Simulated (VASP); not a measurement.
# InP (P6_3/mmc) in VASP: further runs

Runs on InP. Level: PBE. Tasks: single point.

Everything below comes from runs of VASP 6.6.1. Logs are shortened: lines on timing, memory, paths and dates and some standing lists are left out, and cuts for length are marked.

## Step 1: The cell of the first run

Symmetry: P6_3/mmc, No. 194, hexagonal system. The conventional cell has a = 3.853 Å, b = 3.853 Å, c = 6.553 Å, α = 90.00°, β = 90.00°, γ = 120.00°. Within 3.6 Å of In (site symmetry -3m) lie 6 P at 2.76 Å and 2 In at 3.28 Å. Within 3.6 Å of P (site symmetry -6m2) lie 6 In at 2.76 Å.

## Step 2: Single point, PBE

Input file INCAR:

```
PREC     = Accurate       # precision mode
ENCUT    = 520            # plane-wave cutoff, eV
EDIFF    = 1E-6           # SCF threshold, eV
ISMEAR   = -1             # smearing method
SIGMA    = 0.02           # smearing width, eV
LREAL    = F              # projectors in reciprocal space
LASPH    = T              # aspherical terms in the spheres
NELM     = 100            # most SCF steps
ALGO     = Normal         # electronic algorithm
ISIF     = 2              # what is computed and relaxed
LWAVE    = F              # write WAVECAR
LCHARG   = F              # write CHGCAR
GGA      = PE             # functional
NBANDS   = 26             # bands
```

Input file KPOINTS:

```
regular mesh
0
Gamma
  6 6 4
```

Input file POSCAR:

```
InP
1.0
    3.8532866816      0.0000000000      0.0000000000
   -1.9266433408      3.3370441544      0.0000000000
    0.0000000000      0.0000000000      6.5534407716
In P
2 2
Direct
    0.0000000000      0.0000000000      0.0000000000
    0.0000000000      0.0000000000      0.5000000000
    0.3333333333      0.6666666667      0.2500000000
    0.6666666667      0.3333333333      0.7500000000
```

Potentials or basis: VASP PAW PBE potentials, release 64 (In_d, P).

Launch:

```sh
$ cat potpaw_PBE.64/In_d/POTCAR potpaw_PBE.64/P/POTCAR > POTCAR
$ mpirun -np 1 vasp_std > vasp.out
```

OUTCAR:

```text
PREC = Accurate
   ENCUT = 520
   EDIFF = 1E-6
   ISMEAR = -1
   LREAL = F
   LASPH = T
   NELM = 100
   ISIF = 2
   GGA = PE

 ion  position               nearest neighbor table
   1  0.000  0.000  0.000-   3 2.76   4 2.76   4 2.76   3 2.76   4 2.76   3 2.76   2 3.28   2 3.28

   2  0.000  0.000  0.500-   3 2.76   4 2.76   4 2.76   3 2.76   4 2.76   3 2.76   1 3.28   1 3.28

   3  0.333  0.667  0.250-   1 2.76   2 2.76   1 2.76   2 2.76   1 2.76   2 2.76
   4  0.667  0.333  0.750-   1 2.76   2 2.76   1 2.76   2 2.76   1 2.76   2 2.76

  LATTYP: Found a hexagonal cell.
 ALAT       =     3.8532866816
 C/A-ratio  =     1.7007405140

  Lattice vectors:

 A1 = (   3.8532866816,   0.0000000000,   0.0000000000)
 A2 = (  -1.9266433408,   3.3370441544,   0.0000000000)
 A3 = (   0.0000000000,   0.0000000000,   6.5534407716)

Analysis of symmetry for initial positions (statically):
=====================================================================
 Subroutine PRICEL returns:
 Original cell was already a primitive cell.

 Routine SETGRP: Setting up the symmetry group for a
 hexagonal supercell.

 Subroutine GETGRP returns: Found 24 space group operations
 (whereof 12 operations were pure point group operations)
 out of a pool of 24 trial point group operations.

The static configuration has the point symmetry D_3d.
 The point group associated with its full space group is D_6h.

Analysis of symmetry for dynamics (positions and initial velocities):
=====================================================================
 Subroutine PRICEL returns:
 Original cell was already a primitive cell.

 Routine SETGRP: Setting up the symmetry group for a
 hexagonal supercell.

 Subroutine GETGRP returns: Found 24 space group operations
 (whereof 12 operations were pure point group operations)
 out of a pool of 24 trial point group operations.

The dynamic configuration has the point symmetry D_3d.
 The point group associated with its full space group is D_6h.

 Subroutine INISYM returns: Found 24 space group operations
 (whereof 12 operations are pure point group operations),
 and found     1 'primitive' translations

----------------------------------------------------------------------------------------

                                     Primitive cell

  volume of cell :      84.2680

  direct lattice vectors                    reciprocal lattice vectors
     3.853286682  0.000000000  0.000000000     0.259518713  0.149833199  0.000000000
    -1.926643341  3.337044154  0.000000000     0.000000000  0.299666397  0.000000000
     0.000000000  0.000000000  6.553440772     0.000000000  0.000000000  0.152591598

  length of vectors
     3.853286682  3.853286682  6.553440772     0.299666397  0.299666397  0.152591598

  position of ions in fractional coordinates (direct lattice)
     0.000000000  0.000000000  0.000000000
     0.000000000  0.000000000  0.500000000
     0.333333333  0.666666667  0.250000000
     0.666666667  0.333333333  0.750000000

  ion indices of the primitive-cell ions
   primitive index   ion index
                 1           1
                 2           2
                 3           3
                 4           4

----------------------------------------------------------------------------------------

 KPOINTS: regular mesh

Automatic generation of k-mesh.
 Grid dimensions read from file:
 generate k-points for:    6    6    4

 Generating k-lattice:

  Cartesian coordinates                     Fractional coordinates (reciprocal lattice)
     0.043253119  0.024972200  0.000000000     0.166666667  0.000000000  0.000000000
     0.000000000  0.049944400  0.000000000     0.000000000  0.166666667  0.000000000
     0.000000000  0.000000000  0.038147900     0.000000000  0.000000000  0.250000000

  Length of vectors
     0.049944400  0.049944400  0.038147900

  Shift w.r.t. Gamma in fractional coordinates (k-lattice)
     0.000000000  0.000000000  0.000000000

 Subroutine IBZKPT returns following result:
 ===========================================

 Found     21 irreducible k-points:

 Following reciprocal coordinates:
            Coordinates               Weight
  0.000000  0.000000  0.000000      1.000000
  0.166667  0.000000  0.000000      6.000000
  0.333333 -0.000000  0.000000      6.000000
  0.500000 -0.000000  0.000000      3.000000
  0.166667  0.166667  0.000000      6.000000
  0.333333  0.166667  0.000000     12.000000
[... 13 lines left out ...]
  0.333333  0.166667  0.500000     12.000000
  0.333333  0.333333  0.500000      2.000000
   k-points           NKPTS =     21   k-points in BZ     NKDIM =     21   number of bands    NBANDS=     26
   number of dos      NEDOS =    301   number of ions     NIONS =      4
   total plane-waves  NPLWV =  45000
   dimension x,y,z NGX =    30 NGY =   30 NGZ =   50
   dimension x,y,z NGXF=    60 NGYF=   60 NGZF=  100
   ions per type =               2   2
   NGX,Y,Z   is equivalent  to a cutoff of  12.94, 12.94, 12.68 a.u.
   NGXF,Y,Z  is equivalent  to a cutoff of  25.89, 25.89, 25.37 a.u.
 SYSTEM =  unknown system
   PREC   = accura    normal or accurate (medium, high low for compatibility)
   ISTART =      0    job   : 0-new  1-cont  2-samecut
   ICHARG =      2    charge: 1-file 2-atom 10-const
   ISPIN  =      1    spin polarized calculation?
   LNONCOLLINEAR =      F non collinear calculations
   LSORBIT =      F    spin-orbit coupling
   LASPH  =      T    aspherical Exc in radial PAW
   ENCUT  =  520.0 eV  38.22 Ry    6.18 a.u.   7.16  7.16 12.19*2*pi/ulx,y,z
   NELM   =    100;   NELMIN=  2; NELMDL= -5     # of ELM steps
   EDIFF  = 0.1E-05   stopping-criterion for ELM
   LREAL  =      F    real-space projection
   EDIFFG = 0.1E-04   stopping-criterion for IOM
   NSW    =      0    number of steps for IOM
   IBRION =     -1    ionic relax: 0-MD 1-quasi-New 2-CG
   NFREE  =      0    steps in history (QN), initial steepest desc. (CG)
   ISIF   =      2    stress and relaxation
   ISYM   =      2    0-nonsym 1-usesym 2-fastsym
   POTIM  = 0.5000    time-step for ionic-motion
   TEBEG  =    0.0;   TEEND  =   0.0 temperature during run
   PSTRESS=    0.0 pullay stress
   NELECT =      36.0000    total number of electrons
   NUPDOWN=      -1.0000    fix difference up-down
   EMIN   =  10.00;   EMAX   =-10.00  energy-range for DOS
   EFERMI =   0.00;   METHOD = LEGACY
   ISMEAR =    -1;   SIGMA  =   0.02  broadening in eV -4-tet -1-fermi 0-gaus
   EFERMI_NEDOS =   21; number of points for ismear=-14 and -15
   IALGO  =     38    algorithm
   IMIX   =      4    mixing-type and parameters
     AMIX     =   0.40;   BMIX     =  1.00
     AMIX_MAG =   1.60;   BMIX_MAG =  1.00
  volume/ion in A,a.u.               =      21.07       142.17
  Fermi-wavevector in a.u.,A,eV,Ry     =   1.232976  2.329988 20.683997  1.520231
  Thomas-Fermi vector in A             =   2.367725
   LORBIT       =      0    0 simple, 1 ext, 2 COOP (PROOUT), +10 PAW based schemes
   GGA     = PE    functional components
   LHFCALC =     F    Hartree Fock is set to
   AEXX    =    0.0000 exact exchange contribution
   IVDW    =     0    specifies the selected vdW correction
   LEPSILON=     F    determine dielectric tensor
   LRPA    =     F    only Hartree local field effects (RPA)
 non-spin polarized calculation
  energy-cutoff  :      520.00
  volume of cell :       84.27
 maximum number of plane-waves:      2295
 NGX is ok and might be reduce to    30
   NGX = 15   NGY = 15   NGZ = 25

 number of electron      36.0000017 magnetization

 Free energy of the ion-electron system (eV)
  ---------------------------------------------------
  ext. energy  EPLUGINS =         0.00000000
  ---------------------------------------------------
  free energy    TOTEN  =       -15.56111551 eV

  energy without entropy =      -15.55760296  energy(sigma->0) =      -15.55935924

 E-fermi :   7.3283     XC(G=0): -10.4047

 val. band max:        7.3115431340   @ k =   0.5000  -0.0000   0.0000
 cond. band min:       7.3462962184   @ k =   0.5000  -0.0000   0.2500
 fundamental gap:      0.0347530843
 Fermi energy:         7.3283485736

 k-point     1 :       0.0000    0.0000    0.0000
  band No.  band energies     occupation
      1      -7.3161      2.00000
      2      -7.2091      2.00000
      3      -7.2091      2.00000
      4      -7.1075      2.00000
      5      -7.1075      2.00000
      6      -7.1001      2.00000
[... 18 lines left out ...]
     25      13.4932      0.00000
     26      13.6232      0.00000

 k-point     2 :       0.1667    0.0000    0.0000
  band No.  band energies     occupation
      1      -7.3062      2.00000
      2      -7.2814      2.00000
      3      -7.2062      2.00000
      4      -7.1203      2.00000
      5      -7.1095      2.00000
      6      -7.0850      2.00000
[... 18 lines left out ...]
     25      13.3634      0.00000
     26      13.8160      0.00000

 k-point     3 :       0.3333   -0.0000    0.0000
  band No.  band energies     occupation
      1      -7.4148      2.00000
      2      -7.2866      2.00000
      3      -7.2106      2.00000
      4      -7.1513      2.00000
      5      -7.1275      2.00000
      6      -7.0474      2.00000
[... 18 lines left out ...]
     25      14.4203      0.00000
     26      15.3175      0.00000

 k-point     4 :       0.5000   -0.0000    0.0000
  band No.  band energies     occupation
      1      -7.4753      2.00000
      2      -7.2780      2.00000
      3      -7.2153      2.00000
      4      -7.1682      2.00000
      5      -7.1362      2.00000
      6      -7.0371      2.00000
[... 18 lines left out ...]
     25      14.3118      0.00000
     26      16.7383      0.00000
[... 409 lines left out ...]
      1      -7.2457      2.00000
      2      -7.2457      2.00000
      3      -7.1380      2.00000
      4      -7.1380      2.00000
      5      -7.1021      2.00000
      6      -7.1021      2.00000
[... 18 lines left out ...]
     25      14.1817      0.00000
     26      14.1817      0.00000

 k-point    20 :       0.3333    0.1667    0.5000
  band No.  band energies     occupation
      1      -7.2938      2.00000
      2      -7.2938      2.00000
      3      -7.1448      2.00000
      4      -7.1448      2.00000
      5      -7.1018      2.00000
      6      -7.1018      2.00000
[... 18 lines left out ...]
     25      15.4842      0.00000
     26      15.4844      0.00000

 k-point    21 :       0.3333    0.3333    0.5000
  band No.  band energies     occupation
      1      -7.2849      2.00000
      2      -7.2849      2.00000
      3      -7.1695      2.00000
      4      -7.1695      2.00000
      5      -7.0742      2.00000
      6      -7.0742      2.00000
[... 18 lines left out ...]
     25      15.2572      0.00000
     26      15.2572      0.00000

------------------------ aborting loop because EDIFF is reached ----------------------------------------

  FORCE on cell =-STRESS in cart. coord.  units (eV):
  Direction    XX          YY          ZZ          XY          YZ          ZX
  --------------------------------------------------------------------------------------
  -------------------------------------------------------------------------------------
  Total        0.9030425      0.9030425      1.0597763      0.0000000      0.0000000     -0.0000000
  in kB       17.1694390     17.1694390     20.1494001      0.0000000      0.0000000     -0.0000000
  external PRESSURE =      18.1627594 kB  Pullay stress =       0.0000000 kB

 VOLUME and BASIS-vectors are now :
 -----------------------------------------------------------------------------
  energy-cutoff  :      520.00
  volume of cell :       84.27
      direct lattice vectors                 reciprocal lattice vectors
     3.853286682  0.000000000  0.000000000     0.259518713  0.149833199  0.000000000
    -1.926643341  3.337044154  0.000000000     0.000000000  0.299666397  0.000000000
     0.000000000  0.000000000  6.553440772     0.000000000  0.000000000  0.152591598

 POSITION                                       TOTAL-FORCE (eV/Angst)
 -----------------------------------------------------------------------------------
      0.00000      0.00000      0.00000         0.000000      0.000000     -0.000000
      0.00000      0.00000      3.27672        -0.000000      0.000000     -0.000000
     -0.00000      2.22470      1.63836        -0.000000      0.000000      0.000000
      1.92664      1.11235      4.91508         0.000000     -0.000000      0.000000
 -----------------------------------------------------------------------------------
    total drift:                                0.000000      0.000000      0.000000

  FREE ENERGIE OF THE ION-ELECTRON SYSTEM (eV)
  ---------------------------------------------------
  free  energy   TOTEN  =       -15.5611155145 eV

  energy  without entropy=      -15.5576029573  energy(sigma->0) =      -15.55935924
```

Run time: 21 s. Hardware: 1 thread of Intel Xeon 6975P-C (Granite Rapids), shared host; peak memory 0.21 GiB.

Results:

```yaml
Free_energy: -15.5611 eV
Pressure: 1.8 GPa
Band_gap_on_the_k_mesh: zero (bands 18 and 19 overlap by 2.74 eV)
```

Caveat: spin-orbit coupling is left out, which moves the levels of the heavy elements.

## Step 3: Single point, PBE

Input file INCAR:

```
PREC     = Accurate       # precision mode
ENCUT    = 520            # plane-wave cutoff, eV
EDIFF    = 1E-6           # SCF threshold, eV
ISMEAR   = 1              # smearing method
SIGMA    = 0.2            # smearing width, eV
LREAL    = F              # projectors in reciprocal space
LASPH    = T              # aspherical terms in the spheres
NELM     = 100            # most SCF steps
ALGO     = Fast           # electronic algorithm
ISIF     = 2              # what is computed and relaxed
LWAVE    = F              # write WAVECAR
LCHARG   = F              # write CHGCAR
GGA      = PE             # functional
NBANDS   = 26             # bands
```

Input file KPOINTS:

```
Automatic mesh
0
Gamma
  6 6 4
```

POSCAR is that of step 2.

Potentials or basis: VASP PAW PBE potentials, release 64 (In_d, P).

Launch:

```sh
$ cat potpaw_PBE.64/In_d/POTCAR potpaw_PBE.64/P/POTCAR > POTCAR
$ mpirun -np 1 vasp_std > vasp.out
```

Wall time 40 s (1 thread of Intel Xeon 6975P-C (Granite Rapids), shared host); peak memory 0.21 GiB.

Results (log left out):

| Quantity | Value |
| --- | --- |
| Free energy | -15.5630 eV |
| Pressure | 1.9 GPa |
| Band gap on the k mesh | zero (bands 18 and 19 overlap by 2.73 eV) |

Stress tensor (GPa, compression positive):
```
1.66 0.00 0.00
0.00 1.66 0.00
0.00 0.00 2.38
```

Levels at points of the mesh, in eV from the Fermi level:
| k point | band 15 | band 16 | band 17 | band 18 | band 19 | band 20 | band 21 | band 22 |
| --- | --- | --- | --- | --- | --- | --- | --- | --- |
| (0.00, 0.00, 0.00) | -0.50 | -0.50 | 0.07 | 0.13 | 0.13 | 2.34 | 4.72 | 4.72 |
| (0.50, 0.00, 0.00) | -3.86 | -3.66 | -2.38 | -0.01 | 1.23 | 1.94 | 2.38 | 3.30 |
| (0.00, 0.00, 0.50) | -0.15 | -0.15 | -0.15 | -0.15 | 2.33 | 2.33 | 4.76 | 4.76 |
| (0.50, 0.00, 0.50) | -1.81 | -1.81 | -1.50 | -1.50 | 0.08 | 0.08 | 3.56 | 3.56 |

Caveat: spin-orbit coupling is left out, which moves the levels of the heavy elements.

## Step 4: Single point, PBE

Input file INCAR:

```
SYSTEM = InP
  PREC = Accurate
  ENCUT = 520
  EDIFF = 1E-7
  ISMEAR = 1
  SIGMA = 0.5
  LREAL = .FALSE.
  LASPH = .TRUE.
  NELM = 100
  ALGO = Normal
  ISIF = 2
  LWAVE = .FALSE.
  LCHARG = .TRUE.
  GGA = PE
  LELF = .TRUE.
  LVHAR = .TRUE.
  NBANDS = 26
```

Input file KPOINTS:

```
Automatic mesh
0
G
  6 6 4
  0 0 0
```

POSCAR is that of step 3.

Launch:

```sh
$ cat potpaw_PBE.64/In_d/POTCAR potpaw_PBE.64/P/POTCAR > POTCAR
$ mpirun -np 1 vasp_std > vasp.out
```

Wall time 45 s (1 thread of Intel Xeon 6975P-C (Granite Rapids), shared host); peak memory 0.21 GiB.

The run converged. Its results:

- Free energy: -15.5659 eV
- Pressure: 1.9 GPa
- Band gap on the k mesh: zero (bands 18 and 19 overlap by 2.73 eV)

Stress tensor (GPa, compression positive):
```
1.52 0.00 0.00
0.00 1.52 0.00
0.00 0.00 2.78
```

Levels at points of the mesh, in eV from the Fermi level:
```csv
k point,band 15,band 16,band 17,band 18,band 19,band 20,band 21,band 22
"(0.00, 0.00, 0.00)",-0.45,-0.45,0.12,0.18,0.18,2.39,4.77,4.77
"(0.50, 0.00, 0.00)",-3.81,-3.60,-2.33,0.04,1.28,1.99,2.43,3.36
"(0.00, 0.00, 0.50)",-0.10,-0.10,-0.10,-0.10,2.38,2.38,4.81,4.81
"(0.50, 0.00, 0.50)",-1.76,-1.76,-1.45,-1.45,0.13,0.13,3.61,3.61
```

Caveat: so wide a smearing shifts energies and pressures; spin-orbit coupling is left out, which moves the levels of the heavy elements.

## Step 5: The runs side by side

| smearing | gap on the mesh (eV) | pressure (GPa) |
| --- | --- | --- |
| fermi-dirac 0.02 eV | none | 1.8 |
| methfessel-paxton 0.2 eV | none | 1.9 |
| methfessel-paxton 0.5 eV | none | 1.9 |

Alike in all rows: task single point; level PBE; potentials or basis VASP PAW PBE potentials, release 64 (In_d, P); no spin polarisation; cell as given; k mesh 6 × 6 × 4; cutoff (eV) 520.

Caveats: spin-orbit coupling is left out, which moves the levels of the heavy elements; so wide a smearing shifts energies and pressures (at least some runs).

Total energies depend on the potentials used, so only differences within one code and one set of settings carry meaning.
